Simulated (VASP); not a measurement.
# TePb (Pm-3m) in VASP: notebook

TePb is run at these levels: PBE; tasks: electric field gradients.

All numbers are computed with VASP 6.6.1; they aren't measurements. Logs are shortened: lines on timing, memory, paths and dates and some standing lists are left out, and cuts for length are marked.

### 1 The cell of the first run

It takes space group Pm-3m (No. 221, cubic). The conventional cell has a = 3.921 Å, b = 3.921 Å, c = 3.921 Å, α = 90.00°, β = 90.00°, γ = 90.00°. Te (site symmetry m-3m) has 8 Pb at 3.40 Å and 6 Te at 3.92 Å within 4.5 Å. Pb (site symmetry m-3m) has 8 Te at 3.40 Å and 6 Pb at 3.92 Å within 4.5 Å.

### 2 Electric field gradients, PBE (30.15 Å³/atom)

The input, INCAR:

```
SYSTEM = TePb
PREC = Accurate
ENCUT = 520
EDIFF = 1E-8
ISMEAR = -1
SIGMA = 0.08
LREAL = .False.
LASPH = .True.
NELM = 60
ALGO = Normal
ISIF = 2
LWAVE = .False.
LCHARG = .False.
GGA = PE
LEFG = .True.
NBANDS = 17
```

The input, KPOINTS:

```
regular mesh
0
Gamma
  10 10 10
  0 0 0
```

The input, POSCAR:

```
TePb
1.0
    3.9212797642      0.0000000000      0.0000000000
    0.0000000000      3.9212797642      0.0000000000
    0.0000000000      0.0000000000      3.9212797642
Te Pb
1 1
Direct
    0.5000000000      0.5000000000      0.5000000000
    0.0000000000      0.0000000000      0.0000000000
```

Potentials or basis: VASP PAW PBE potentials, release 64 (Te, Pb_d).

Run with:

```
cat potpaw_PBE.64/Te/POTCAR potpaw_PBE.64/Pb_d/POTCAR > POTCAR
mpirun -np 1 vasp_std > vasp.out
```

OUTCAR:

```text
SYSTEM = TePb
   PREC = Accurate
   ENCUT = 520
   EDIFF = 1E-8
   ISMEAR = -1
   LREAL = .False.
   LASPH = .True.
   NELM = 60
   ISIF = 2
   GGA = PE

 ion  position               nearest neighbor table
   1  0.500  0.500  0.500-   2 3.40   2 3.40   2 3.40   2 3.40   2 3.40   2 3.40   2 3.40   2 3.40

   2  0.000  0.000  0.000-   1 3.40   1 3.40   1 3.40   1 3.40   1 3.40   1 3.40   1 3.40   1 3.40

  LATTYP: Found a simple cubic cell.
 ALAT       =     3.9212797642

  Lattice vectors:

 A1 = (   3.9212797642,   0.0000000000,   0.0000000000)
 A2 = (   0.0000000000,   3.9212797642,   0.0000000000)
 A3 = (   0.0000000000,   0.0000000000,   3.9212797642)

Analysis of symmetry for initial positions (statically):
=====================================================================
 Subroutine PRICEL returns:
 Original cell was already a primitive cell.

 Routine SETGRP: Setting up the symmetry group for a
 simple cubic supercell.

 Subroutine GETGRP returns: Found 48 space group operations
 (whereof 48 operations were pure point group operations)
 out of a pool of 48 trial point group operations.

The static configuration has the point symmetry O_h .

Analysis of symmetry for dynamics (positions and initial velocities):
=====================================================================
 Subroutine PRICEL returns:
 Original cell was already a primitive cell.

 Routine SETGRP: Setting up the symmetry group for a
 simple cubic supercell.

 Subroutine GETGRP returns: Found 48 space group operations
 (whereof 48 operations were pure point group operations)
 out of a pool of 48 trial point group operations.

The dynamic configuration has the point symmetry O_h .

 Subroutine INISYM returns: Found 48 space group operations
 (whereof 48 operations are pure point group operations),
 and found     1 'primitive' translations

----------------------------------------------------------------------------------------

                                     Primitive cell

  volume of cell :      60.2953

  direct lattice vectors                    reciprocal lattice vectors
     3.921279764  0.000000000  0.000000000     0.255018785  0.000000000  0.000000000
     0.000000000  3.921279764  0.000000000     0.000000000  0.255018785  0.000000000
     0.000000000  0.000000000  3.921279764     0.000000000  0.000000000  0.255018785

  length of vectors
     3.921279764  3.921279764  3.921279764     0.255018785  0.255018785  0.255018785

  position of ions in fractional coordinates (direct lattice)
     0.500000000  0.500000000  0.500000000
     0.000000000  0.000000000  0.000000000

  ion indices of the primitive-cell ions
   primitive index   ion index
                 1           1
                 2           2

----------------------------------------------------------------------------------------

 KPOINTS: regular mesh

Automatic generation of k-mesh.
 Grid dimensions read from file:
 generate k-points for:   10   10   10

 Generating k-lattice:

  Cartesian coordinates                     Fractional coordinates (reciprocal lattice)
     0.025501878  0.000000000  0.000000000     0.100000000  0.000000000  0.000000000
     0.000000000  0.025501878  0.000000000     0.000000000  0.100000000  0.000000000
     0.000000000  0.000000000  0.025501878     0.000000000  0.000000000  0.100000000

  Length of vectors
     0.025501878  0.025501878  0.025501878

  Shift w.r.t. Gamma in fractional coordinates (k-lattice)
     0.000000000  0.000000000  0.000000000

 Subroutine IBZKPT returns following result:
 ===========================================

 Found     56 irreducible k-points:

 Following reciprocal coordinates:
            Coordinates               Weight
  0.000000  0.000000  0.000000      1.000000
  0.100000  0.000000  0.000000      6.000000
  0.200000  0.000000  0.000000      6.000000
  0.300000  0.000000  0.000000      6.000000
  0.400000  0.000000  0.000000      6.000000
  0.500000  0.000000  0.000000      3.000000
[... 16 lines left out ...]
  0.200000  0.100000  0.100000     24.000000
  0.300000  0.100000  0.100000     24.000000
 [... further k-points ...]
   k-points           NKPTS =     56   k-points in BZ     NKDIM =     56   number of bands    NBANDS=     17
   number of dos      NEDOS =    301   number of ions     NIONS =      2
   total plane-waves  NPLWV =  27000
   dimension x,y,z NGX =    30 NGY =   30 NGZ =   30
   dimension x,y,z NGXF=    60 NGYF=   60 NGZF=   60
   ions per type =               1   1
   NGX,Y,Z   is equivalent  to a cutoff of  12.72, 12.72, 12.72 a.u.
   NGXF,Y,Z  is equivalent  to a cutoff of  25.44, 25.44, 25.44 a.u.
 SYSTEM =  TePb
   PREC   = accura    normal or accurate (medium, high low for compatibility)
   ISTART =      0    job   : 0-new  1-cont  2-samecut
   ICHARG =      2    charge: 1-file 2-atom 10-const
   ISPIN  =      1    spin polarized calculation?
   LNONCOLLINEAR =      F non collinear calculations
   LSORBIT =      F    spin-orbit coupling
   LASPH  =      T    aspherical Exc in radial PAW
   ENCUT  =  520.0 eV  38.22 Ry    6.18 a.u.   7.29  7.29  7.29*2*pi/ulx,y,z
   NELM   =     60;   NELMIN=  2; NELMDL= -5     # of ELM steps
   EDIFF  = 0.1E-07   stopping-criterion for ELM
   LREAL  =      F    real-space projection
   EDIFFG = 0.1E-06   stopping-criterion for IOM
   NSW    =      0    number of steps for IOM
   IBRION =     -1    ionic relax: 0-MD 1-quasi-New 2-CG
   NFREE  =      0    steps in history (QN), initial steepest desc. (CG)
   ISIF   =      2    stress and relaxation
   ISYM   =      2    0-nonsym 1-usesym 2-fastsym
   POTIM  = 0.5000    time-step for ionic-motion
   TEBEG  =    0.0;   TEEND  =   0.0 temperature during run
   PSTRESS=    0.0 pullay stress
   NELECT =      20.0000    total number of electrons
   NUPDOWN=      -1.0000    fix difference up-down
   EMIN   =  10.00;   EMAX   =-10.00  energy-range for DOS
   EFERMI =   0.00;   METHOD = LEGACY
   ISMEAR =    -1;   SIGMA  =   0.08  broadening in eV -4-tet -1-fermi 0-gaus
   EFERMI_NEDOS =   21; number of points for ismear=-14 and -15
   IALGO  =     38    algorithm
   IMIX   =      4    mixing-type and parameters
     AMIX     =   0.40;   BMIX     =  1.00
     AMIX_MAG =   1.60;   BMIX_MAG =  1.00
  volume/ion in A,a.u.               =      30.15       203.45
  Fermi-wavevector in a.u.,A,eV,Ry     =   1.133245  2.141522 17.473192  1.284243
  Thomas-Fermi vector in A             =   2.269947
   LORBIT       =      0    0 simple, 1 ext, 2 COOP (PROOUT), +10 PAW based schemes
   GGA     = PE    functional components
   LHFCALC =     F    Hartree Fock is set to
   AEXX    =    0.0000 exact exchange contribution
   IVDW    =     0    specifies the selected vdW correction
   LEPSILON=     F    determine dielectric tensor
   LRPA    =     F    only Hartree local field effects (RPA)
 non-spin polarized calculation
  energy-cutoff  :      520.00
  volume of cell :       60.30
 maximum number of plane-waves:      1647
 NGX is ok and might be reduce to    30
   NGX = 15   NGY = 15   NGZ = 15

 number of electron      19.9999993 magnetization

 Free energy of the ion-electron system (eV)
  ---------------------------------------------------
  ext. energy  EPLUGINS =         0.00000000
  ---------------------------------------------------
  free energy    TOTEN  =        -7.05463600 eV

  energy without entropy =       -7.02878913  energy(sigma->0) =       -7.04171256

 E-fermi :   7.0172     XC(G=0):  -9.9703

 val. band max:        7.0031478564   @ k =   0.5000   0.4000   0.4000
 cond. band min:       7.0313306201   @ k =   0.4000   0.4000   0.3000
 fundamental gap:      0.0281827637
 Fermi energy:         7.0171599979

 k-point     1 :       0.0000    0.0000    0.0000
  band No.  band energies     occupation
      1     -10.0185      2.00000
      2     -10.0185      2.00000
      3      -9.9184      2.00000
      4      -9.9184      2.00000
      5      -9.9184      2.00000
      6      -5.4847      2.00000
[... 9 lines left out ...]
     16      17.8589      0.00000
     17      18.3750      0.00000

 k-point     2 :       0.1000    0.0000    0.0000
  band No.  band energies     occupation
      1     -10.0181      2.00000
      2     -10.0104      2.00000
      3      -9.9215      2.00000
      4      -9.9215      2.00000
      5      -9.9181      2.00000
      6      -5.3984      2.00000
[... 9 lines left out ...]
     16      17.7935      0.00000
     17      17.7985      0.00000
[... 421 lines left out ...]
 k-point    24 :       0.3000    0.1000    0.1000
  band No.  band energies     occupation
      1     -10.0030      2.00000
      2      -9.9573      2.00000
      3      -9.9457      2.00000
      4      -9.9429      2.00000
      5      -9.9226      2.00000
      6      -4.5824      2.00000
[... 9 lines left out ...]
     16      16.0626      0.00000
     17      16.0672      0.00000

 [... further k-points ...]
[... 5 lines left out ...]
  --------------------------------------------------------------------------------------
  -------------------------------------------------------------------------------------
  Total        0.9316139      0.9316139      0.9316139     -0.0000000     -0.0000000      0.0000000
  in kB       24.7550074     24.7550074     24.7550074     -0.0000000     -0.0000000      0.0000000
  external PRESSURE =      24.7550074 kB  Pullay stress =       0.0000000 kB

 VOLUME and BASIS-vectors are now :
 -----------------------------------------------------------------------------
  energy-cutoff  :      520.00
  volume of cell :       60.30
      direct lattice vectors                 reciprocal lattice vectors
     3.921279764  0.000000000  0.000000000     0.255018785  0.000000000  0.000000000
     0.000000000  3.921279764  0.000000000     0.000000000  0.255018785  0.000000000
     0.000000000  0.000000000  3.921279764     0.000000000  0.000000000  0.255018785

 POSITION                                       TOTAL-FORCE (eV/Angst)
 -----------------------------------------------------------------------------------
      1.96064      1.96064      1.96064         0.000000      0.000000      0.000000
      0.00000      0.00000      0.00000         0.000000      0.000000      0.000000
 -----------------------------------------------------------------------------------
    total drift:                                0.000000     -0.000000     -0.000000

  FREE ENERGIE OF THE ION-ELECTRON SYSTEM (eV)
  ---------------------------------------------------
  free  energy   TOTEN  =        -7.0546359957 eV

  energy  without entropy=       -7.0287891251  energy(sigma->0) =       -7.04171256

 Electric field gradients (V/A^2)
---------------------------------------------------------------------
 ion       V_xx      V_yy      V_zz      V_xy      V_xz      V_yz
---------------------------------------------------------------------
   1       0.000     0.000     0.000    -0.000     0.000    -0.000
   2       0.000     0.000     0.000     0.000     0.000     0.000
---------------------------------------------------------------------

 Electric field gradients after diagonalization (V/A^2)
 (convention: |V_zz| > |V_xx| > |V_yy|)
----------------------------------------------------------------------
 ion       V_xx      V_yy      V_zz     asymmetry (V_yy - V_xx)/ V_zz
----------------------------------------------------------------------
   1       0.000     0.000     0.000      -0.250
   2       0.000     0.000     0.000      -0.039
----------------------------------------------------------------------

           NMR quadrupolar parameters

 Cq : quadrupolar parameter    Cq=e*Q*V_zz/h
 eta: asymmetry parameters     (V_yy - V_xx)/ V_zz
 Q  : nuclear electric quadrupole moment in mb (millibarn)
----------------------------------------------------------------------
 ion       Cq(MHz)       eta       Q (mb)
----------------------------------------------------------------------
   1       0.000      -0.250       1.000
   2       0.000      -0.039       1.000
----------------------------------------------------------------------
```

Run time: 80 s. Hardware: 1 thread of Intel Xeon 8259CL, shared host; peak memory 0.21 GiB.

What came out:

```
Free energy                             : -7.0546 eV
Pressure                                : 2.5 GPa
Band gap on the k mesh                  : zero (bands 10 and 11 overlap by 1.43 eV)
Largest electric field gradient by atom : zero within the noise of the run
```

Caveat: spin-orbit coupling is left out, which moves the levels of the heavy elements.

(Continued in part 2 of 3.)
